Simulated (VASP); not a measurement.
# Mg2Ti2O3 in VASP: further runs, part 2 of 2

VASP 6.6.1. The steps go on from the part before.

## (3) Single point, PBE

INCAR reads:

```
SYSTEM = Mg2Ti2O3
ALGO     = Normal         ! electronic algorithm
EDIFF    = 1E-7           ! SCF threshold, eV
ENCUT    = 520            ! plane-wave cutoff, eV
GGA      = PE             ! functional
ISIF     = 2              ! what is computed and relaxed
ISMEAR   = 0              ! smearing method
LASPH    = .True.         ! aspherical terms in the spheres
LCHARG   = .False.        ! write CHGCAR
LREAL    = .False.        ! projectors in reciprocal space
LWAVE    = .False.        ! write WAVECAR
NBANDS   = 32             ! bands
NELM     = 80             ! most SCF steps
PREC     = Accurate       ! precision mode
SIGMA    = 0.1            ! smearing width, eV
```

KPOINTS reads:

```
k-points
0
Gamma
  12 12 4
  0 0 0
```

POSCAR reads:

```
Mg2Ti2O3
1.0
    2.9528247090      0.0000000000      0.0000000000
   -1.4764123545      2.5572212110      0.0000000000
    0.0000000000      0.0000000000     10.1535915401
Mg Ti O
2 2 3
Direct
    0.3333333333      0.6666666667      0.1287967988
    0.6666666667      0.3333333333      0.8712032012
    0.6666666667      0.3333333333      0.3922585098
    0.3333333333      0.6666666667      0.6077414902
    0.0000000000      0.0000000000      0.2560600008
    0.0000000000      0.0000000000      0.7439399992
    0.0000000000      0.0000000000      0.0000000000
```

Potentials or basis: VASP PAW PBE potentials, release 64 (Mg, Ti_sv, O).

Command:

```
$ cat potpaw_PBE.64/Mg/POTCAR potpaw_PBE.64/Ti_sv/POTCAR potpaw_PBE.64/O/POTCAR > POTCAR
$ mpirun -np 1 vasp_std > vasp.out
```

OUTCAR:

```text
SYSTEM = Mg2Ti2O3
   EDIFF = 1E-7
   ENCUT = 520
   GGA = PE
   ISIF = 2
   ISMEAR = 0
   LASPH = .True.
   LREAL = .False.
   NELM = 80
   PREC = Accurate

 ion  position               nearest neighbor table
   1  0.333  0.667  0.129-   5 2.14   5 2.14   5 2.14   7 2.15   7 2.15   7 2.15   2 3.12   2 3.12
                             2 3.12   3 3.17   3 3.17   3 3.17
   2  0.667  0.333  0.871-   6 2.14   6 2.14   6 2.14   7 2.15   7 2.15   7 2.15   1 3.12   1 3.12
                             1 3.12   4 3.17   4 3.17   4 3.17
[... 1058 lines left out ...]
  Total       -0.1321899     -0.1321899     -0.1510106     -0.0000000      0.0000000      0.0000000
  in kB       -2.7623794     -2.7623794     -3.1556767     -0.0000000      0.0000000      0.0000000
  external PRESSURE =      -2.8934785 kB  Pullay stress =       0.0000000 kB

 VOLUME and BASIS-vectors are now :
 -----------------------------------------------------------------------------
  energy-cutoff  :      520.00
  volume of cell :       76.67
      direct lattice vectors                 reciprocal lattice vectors
     2.952824709  0.000000000  0.000000000     0.338658775  0.195524735  0.000000000
    -1.476412355  2.557221211  0.000000000     0.000000000  0.391049470  0.000000000
     0.000000000  0.000000000 10.153591540     0.000000000  0.000000000  0.098487318

 POSITION                                       TOTAL-FORCE (eV/Angst)
 -----------------------------------------------------------------------------------
     -0.00000      1.70481      1.30775         0.000000      0.000000     -0.008585
      1.47641      0.85241      8.84584        -0.000000      0.000000      0.008585
      1.47641      0.85241      3.98283        -0.000000      0.000000      0.026892
     -0.00000      1.70481      6.17076         0.000000      0.000000     -0.026892
      0.00000      0.00000      2.59993        -0.000000     -0.000000     -0.045328
      0.00000      0.00000      7.55366        -0.000000      0.000000      0.045328
      0.00000      0.00000      0.00000        -0.000000      0.000000      0.000000
 -----------------------------------------------------------------------------------
    total drift:                               -0.000000      0.000000     -0.000000

  FREE ENERGIE OF THE ION-ELECTRON SYSTEM (eV)
  ---------------------------------------------------
  free  energy   TOTEN  =       -48.7112812479 eV

  energy  without entropy=      -48.7024123896  energy(sigma->0) =      -48.70684682
```

OSZICAR:

```text
N       E                     dE             d eps       ncg     rms          rms(c)
DAV:   1     0.557924847077E+03    0.55792E+03   -0.22278E+04  4416   0.160E+03
DAV:   2     0.223185266212E+02   -0.53561E+03   -0.50180E+03  4800   0.477E+02
DAV:   3    -0.512066377903E+02   -0.73525E+02   -0.71891E+02  6608   0.161E+02
DAV:   4    -0.563572976918E+02   -0.51507E+01   -0.51249E+01  6136   0.393E+01
DAV:   5    -0.566327337031E+02   -0.27544E+00   -0.27536E+00  5848   0.695E+00    0.194E+01
DAV:   6    -0.490068218292E+02    0.76259E+01   -0.38201E+01  5944   0.434E+01    0.572E+00
DAV:   7    -0.488332589576E+02    0.17356E+00   -0.36530E+00  6152   0.119E+01    0.390E+00
DAV:   8    -0.487291170008E+02    0.10414E+00   -0.61591E-01  5848   0.524E+00    0.107E+00
DAV:   9    -0.487143647746E+02    0.14752E-01   -0.74567E-02  6152   0.189E+00    0.502E-01
DAV:  10    -0.487117896533E+02    0.25751E-02   -0.11735E-02  6000   0.965E-01    0.124E-01
DAV:  11    -0.487114042255E+02    0.38543E-03   -0.20077E-03  6096   0.394E-01    0.731E-02
DAV:  12    -0.487112908321E+02    0.11339E-03   -0.44776E-04  6400   0.168E-01    0.325E-02
DAV:  13    -0.487112801746E+02    0.10657E-04   -0.14073E-04  5424   0.805E-02    0.104E-02
DAV:  14    -0.487112809395E+02   -0.76495E-06   -0.20220E-05  5784   0.292E-02    0.396E-03
DAV:  15    -0.487112812057E+02   -0.26614E-06   -0.34675E-06  5312   0.906E-03    0.204E-03
DAV:  16    -0.487112812479E+02   -0.42239E-07   -0.52494E-07  4528   0.426E-03
   1 F= -.48711281E+02 E0= -.48706847E+02  d E =-.886886E-02
```

stdout:

```text
POSCAR found type information on POSCAR MgTiO
 POSCAR found :  3 types and       7 ions
 scaLAPACK will be used
 LDA part: xc-table for (Slater+PW92), standard interpolation
 POSCAR, INCAR and KPOINTS ok, starting setup
 FFT: planning ... GRIDC
 FFT: planning ... GRID_SOFT
 FFT: planning ... GRID
 WAVECAR not read
 entering main loop
```

Wall time 74 s (1 thread of Intel Xeon 6975P-C (Granite Rapids), shared host); peak memory 0.3 GiB.

What came out:

* Free energy: -48.7113 eV
* Pressure: -0.3 GPa
* Largest force: 0.045 eV/Å
* Band gap on the k mesh: zero (bands 23 and 24 overlap by 0.65 eV)

Forces in eV/Å, atoms in the order of the input:
```
Mg   0.000  0.000 -0.009
Mg   0.000  0.000  0.009
Ti   0.000  0.000  0.027
Ti   0.000  0.000 -0.027
O    0.000  0.000 -0.045
O    0.000  0.000  0.045
O    0.000  0.000  0.000
```

## (4) Single point, PBE, collinear spin

INCAR reads:

```
SYSTEM = Mg2Ti2O3
PREC = Accurate ; ENCUT = 520
EDIFF = 1E-7 ; ISMEAR = 0
SIGMA = 0.2 ; LREAL = .False.
LASPH = .True. ; NELM = 150
ALGO = Normal ; ISIF = 2
LWAVE = .False. ; LCHARG = .False.
ISPIN = 2 ; MAGMOM = 0 0 1 1 0 0 0
LORBIT = 11 ; LMAXMIX = 4
GGA = PE ; NBANDS = 36
```

KPOINTS reads:

```
Automatic mesh
0
Gamma
  6 6 2
  0 0 0
```

POSCAR reads:

```
Mg2Ti2O3
1.0
    2.9507062273      0.0000000000      0.0000000000
   -1.4753531136      2.5553865519      0.0000000000
    0.0000000000      0.0000000000     10.1726739693
Mg Ti O
2 2 3
Direct
    0.3333333333      0.6666666667      0.1290650682
    0.6666666667      0.3333333333      0.8709349318
    0.6666666667      0.3333333333      0.3919228173
    0.3333333333      0.6666666667      0.6080771827
    0.0000000000      0.0000000000      0.2560530620
    0.0000000000      0.0000000000      0.7439469380
    0.0000000000      0.0000000000      0.0000000000
```

Potentials or basis: VASP PAW PBE potentials, release 64 (Mg, Ti_sv, O).

Command:

```
$ cat potpaw_PBE.64/Mg/POTCAR potpaw_PBE.64/Ti_sv/POTCAR potpaw_PBE.64/O/POTCAR > POTCAR
$ mpirun -np 1 vasp_std > vasp.out
```

OUTCAR:

```text
SYSTEM = Mg2Ti2O3
   PREC = Accurate
   ENCUT = 520
   EDIFF = 1E-7
   ISMEAR = 0
   LREAL = .False.
   LASPH = .True.
   NELM = 150
   ISIF = 2
   ISPIN = 2
   LORBIT = 11
   GGA = PE

 ion  position               nearest neighbor table
   1  0.333  0.667  0.129-   5 2.14   5 2.14   5 2.14   7 2.15   7 2.15   7 2.15   2 3.13   2 3.13
                             2 3.13   3 3.17   3 3.17   3 3.17
   2  0.667  0.333  0.871-   6 2.14   6 2.14   6 2.14   7 2.15   7 2.15   7 2.15   1 3.13   1 3.13
                             1 3.13   4 3.17   4 3.17   4 3.17
   3  0.667  0.333  0.392-   5 2.19   5 2.19   5 2.19   4 2.78   4 2.78   4 2.78   1 3.17   1 3.17
                             1 3.17
   4  0.333  0.667  0.608-   6 2.19   6 2.19   6 2.19   3 2.78   3 2.78   3 2.78   2 3.17   2 3.17
                             2 3.17
   5  0.000  0.000  0.256-   1 2.14   1 2.14   1 2.14   3 2.19   3 2.19   3 2.19
   6  0.000  0.000  0.744-   2 2.14   2 2.14   2 2.14   4 2.19   4 2.19   4 2.19
[... 1305 lines left out ...]
      0.00000      0.00000      7.56793        -0.000000      0.000000      0.051717
      0.00000      0.00000      0.00000        -0.000000      0.000000      0.000000
 -----------------------------------------------------------------------------------
    total drift:                                0.000000     -0.000000      0.000000

  FREE ENERGIE OF THE ION-ELECTRON SYSTEM (eV)
  ---------------------------------------------------
  free  energy   TOTEN  =       -48.7220868043 eV

  energy  without entropy=      -48.6905751570  energy(sigma->0) =      -48.70633098

 total charge

# of ion       s       p       d       tot
------------------------------------------
    1        0.144   0.162   0.070   0.376
    2        0.144   0.162   0.070   0.376
    3        2.206   6.162   1.877  10.245
    4        2.206   6.162   1.877  10.245
    5        1.552   3.502   0.000   5.054
    6        1.552   3.502   0.000   5.054
    7        1.549   3.520   0.000   5.069
--------------------------------------------------
tot          9.353  23.170   3.895  36.417

 magnetization (x)

# of ion       s       p       d       tot
------------------------------------------
    1        0.000   0.000   0.000   0.000
    2        0.000   0.000   0.000   0.000
    3       -0.000  -0.000  -0.000  -0.000
    4       -0.000  -0.000  -0.000  -0.000
    5       -0.000  -0.000   0.000  -0.000
    6       -0.000  -0.000   0.000  -0.000
    7       -0.000  -0.000   0.000  -0.000
--------------------------------------------------
tot         -0.000  -0.000  -0.000  -0.000
```

OSZICAR:

```text
N       E                     dE             d eps       ncg     rms          rms(c)
DAV:   1     0.554627648221E+03    0.55463E+03   -0.21610E+04  2024   0.142E+03
DAV:   2     0.199898341566E+02   -0.53464E+03   -0.49568E+03  2140   0.430E+02
DAV:   3    -0.507556420798E+02   -0.70745E+02   -0.68542E+02  2856   0.146E+02
DAV:   4    -0.560517688166E+02   -0.52961E+01   -0.52451E+01  2724   0.356E+01
DAV:   5    -0.562808236180E+02   -0.22905E+00   -0.22899E+00  2656   0.575E+00    0.207E+01
DAV:   6    -0.488135594235E+02    0.74673E+01   -0.28766E+01  2416   0.384E+01    0.639E+00
DAV:   7    -0.487727511932E+02    0.40808E-01   -0.26472E+00  2424   0.111E+01    0.429E+00
DAV:   8    -0.487246327710E+02    0.48118E-01   -0.38646E-01  2260   0.394E+00    0.185E+00
DAV:   9    -0.487232432759E+02    0.13895E-02   -0.75989E-02  2752   0.194E+00    0.708E-01
DAV:  10    -0.487220514674E+02    0.11918E-02   -0.14055E-02  2448   0.850E-01    0.308E-01
DAV:  11    -0.487222506701E+02   -0.19920E-03   -0.24647E-03  2444   0.395E-01    0.115E-01
DAV:  12    -0.487221250723E+02    0.12560E-03   -0.63812E-04  2704   0.207E-01    0.641E-02
DAV:  13    -0.487220850282E+02    0.40044E-04   -0.17712E-04  2736   0.110E-01    0.185E-02
DAV:  14    -0.487220865908E+02   -0.15626E-05   -0.58179E-05  2508   0.434E-02    0.120E-02
DAV:  15    -0.487220863990E+02    0.19178E-06   -0.47375E-06  2692   0.132E-02    0.478E-03
DAV:  16    -0.487220866230E+02   -0.22398E-06   -0.82457E-07  2760   0.705E-03    0.182E-03
DAV:  17    -0.487220867817E+02   -0.15864E-06   -0.25599E-07  2088   0.352E-03    0.101E-03
DAV:  18    -0.487220868043E+02   -0.22588E-07   -0.47323E-08  1224   0.155E-03
   1 F= -.48722087E+02 E0= -.48706331E+02  d E =-.315116E-01  mag=    -0.0000
```

It took 45 s on 1 thread of Intel Xeon 6975P-C (Granite Rapids), shared host; peak memory 0.26 GiB.

Results:

```
Free energy                                           : -48.7221 eV
Pressure                                              : -0.3 GPa
Largest force                                         : 0.091 eV/Å
Band gap on the k mesh                                : zero (filled and empty bands overlap)
Net moment                                            : 0.00 μB per cell
Valence electrons inside the program's atomic spheres : Mg 0.38; Ti 10.24; O 5.05, 5.07 (each value once)
```

Forces in eV/Å, atoms in the order of the input:
```
Mg   0.000  0.000 -0.081
Mg   0.000  0.000  0.081
Ti   0.000  0.000  0.091
Ti   0.000  0.000 -0.091
O    0.000  0.000 -0.052
O    0.000  0.000  0.052
O    0.000  0.000  0.000
```

Stress tensor (GPa, compression positive):
```
-0.01  0.00  0.00
 0.00 -0.01  0.00
 0.00  0.00 -1.00
```

Levels at points of the mesh, in eV from the Fermi level:
Spin up:
| k point | band 20 | band 21 | band 22 | band 23 | band 24 | band 25 | band 26 | band 27 |
| --- | --- | --- | --- | --- | --- | --- | --- | --- |
| (0.00, 0.00, 0.00) | -4.23 | -3.13 | -1.14 | 0.55 | 0.55 | 0.55 | 0.63 | 1.14 |
| (0.50, 0.00, 0.00) | -4.65 | -1.94 | -1.16 | -0.97 | -0.07 | 1.26 | 1.95 | 2.84 |
| (0.00, 0.00, 0.50) | -4.23 | -2.61 | -1.52 | 0.39 | 0.55 | 0.55 | 0.58 | 1.15 |
| (0.50, 0.00, 0.50) | -4.67 | -1.88 | -1.14 | -1.05 | -0.12 | 1.25 | 2.20 | 2.81 |
Spin down:
| k point | band 20 | band 21 | band 22 | band 23 | band 24 | band 25 | band 26 | band 27 |
| --- | --- | --- | --- | --- | --- | --- | --- | --- |
| (0.00, 0.00, 0.00) | -4.23 | -3.13 | -1.14 | 0.55 | 0.55 | 0.55 | 0.63 | 1.14 |
| (0.50, 0.00, 0.00) | -4.65 | -1.94 | -1.16 | -0.97 | -0.07 | 1.26 | 1.95 | 2.84 |
| (0.00, 0.00, 0.50) | -4.23 | -2.61 | -1.52 | 0.39 | 0.55 | 0.55 | 0.58 | 1.15 |
| (0.50, 0.00, 0.50) | -4.67 | -1.88 | -1.14 | -1.05 | -0.12 | 1.25 | 2.20 | 2.81 |

Caveat: the k points lie up to 0.41 Å⁻¹ apart, too coarse for converged energies and pressures of a metal.

## (5) Single point, PBE

INCAR reads:

```
PREC = Accurate
ENCUT = 520
EDIFF = 1E-6
ISMEAR = 0
SIGMA = 0.2
LREAL = F
LASPH = T
NELM = 100
ALGO = Normal
ISIF = 2
LWAVE = F
LCHARG = T
GGA = PE
LELF = T
LVHAR = T
NBANDS = 32
```

KPOINTS reads:

```
regular mesh
0
Gamma
  12 12 2
```

POSCAR reads:

```
Mg2Ti2O3
1.0
    2.9531318782      0.0001276272     -0.0020384097
   -1.4764506063      2.5561791965      0.0012170886
   -0.0069310794      0.0008167496     10.1586199165
Mg Ti O
2 2 3
Direct
    0.3332915138      0.6668303490      0.1286922271
    0.6670175898      0.3333390781      0.8712957119
    0.6663644667      0.3333998627      0.3920625159
    0.3331503258      0.6662154355      0.6079442500
   -0.0006641673      0.0000643979      0.2560601099
    1.0001399829     -0.0004380997      0.7439438069
    0.0007002882      0.0005889766      0.0000013782
```

Command:

```
$ cat potpaw_PBE.64/Mg/POTCAR potpaw_PBE.64/Ti_sv/POTCAR potpaw_PBE.64/O/POTCAR > POTCAR
$ mpirun -np 1 vasp_std > vasp.out
```

Run time: 2.5 min. Hardware: 1 thread of Intel Xeon 6975P-C (Granite Rapids), shared host; peak memory 0.45 GiB.

It converged, with:

| Item | Value |
| --- | --- |
| Free energy | -48.7233 eV |
| Pressure | -0.3 GPa |
| Largest force | 0.065 eV/Å |
| Band gap on the k mesh | zero (bands 23 and 24 overlap by 0.66 eV) |

Forces on the atoms (eV/Å):
```
Mg  -0.001  0.001  0.007
Mg   0.000  0.001 -0.006
Ti   0.001  0.000  0.031
Ti  -0.001  0.001 -0.032
O    0.000  0.000 -0.065
O    0.002  0.000  0.065
O   -0.001 -0.002  0.000
```

Stress tensor (GPa, compression positive):
```
-0.32  0.00  0.06
 0.00 -0.22 -0.01
 0.06 -0.01 -0.36
```

Levels at points of the mesh, in eV from the Fermi level:
| k point | band 21 | band 22 | band 23 | band 24 | band 25 | band 26 |
| --- | --- | --- | --- | --- | --- | --- |
| (0.00, 0.00, 0.00) | -3.15 | -1.16 | 0.51 | 0.52 | 0.53 | 0.58 |
| (0.50, 0.00, 0.00) | -1.97 | -1.19 | -1.00 | -0.09 | 1.22 | 1.90 |
| (0.00, 0.50, 0.00) | -1.97 | -1.19 | -1.00 | -0.09 | 1.22 | 1.90 |
| (0.50, 0.50, 0.00) | -1.97 | -1.19 | -1.00 | -0.09 | 1.22 | 1.91 |
| (0.00, 0.00, 0.50) | -2.63 | -1.55 | 0.34 | 0.51 | 0.52 | 0.57 |
| (0.50, 0.00, 0.50) | -1.90 | -1.17 | -1.08 | -0.14 | 1.22 | 2.15 |
| (0.00, 0.50, 0.50) | -1.90 | -1.17 | -1.07 | -0.14 | 1.22 | 2.16 |
| (0.50, 0.50, 0.50) | -1.90 | -1.17 | -1.07 | -0.14 | 1.22 | 2.16 |

## (6) The runs side by side

| spin | cell | k mesh | smearing | gap on the mesh (eV) | pressure (GPa) | largest force (eV/Å) |
| --- | --- | --- | --- | --- | --- | --- |
| off | a = 2.953, b = 2.953, c = 10.154 Å, angles 90.0, 90.0, 120.0°, 7 atoms | 12 × 12 × 2 | gaussian 0.2 eV | none | -0.3 | 0.04 |
| off | a = 2.953, b = 2.953, c = 10.154 Å, angles 90.0, 90.0, 120.0°, 7 atoms | 12 × 12 × 4 | gaussian 0.1 eV | none | -0.3 | 0.05 |
| collinear | a = 2.951, b = 2.951, c = 10.173 Å, angles 90.0, 90.0, 120.0°, 7 atoms | 6 × 6 × 2 | gaussian 0.2 eV | none | -0.3 | 0.09 |
| off | a = 2.953, b = 2.952, c = 10.159 Å, angles 90.0, 90.1, 120.0°, 7 atoms | 12 × 12 × 2 | gaussian 0.2 eV | none | -0.3 | 0.07 |

Alike in all rows: task single point; level PBE; potentials or basis VASP PAW PBE potentials, release 64 (Mg, Ti_sv, O); cutoff (eV) 520.

Caveats: some runs use coarse meshes.

Total energies depend on the potentials used, so only differences within one code and one set of settings carry meaning.
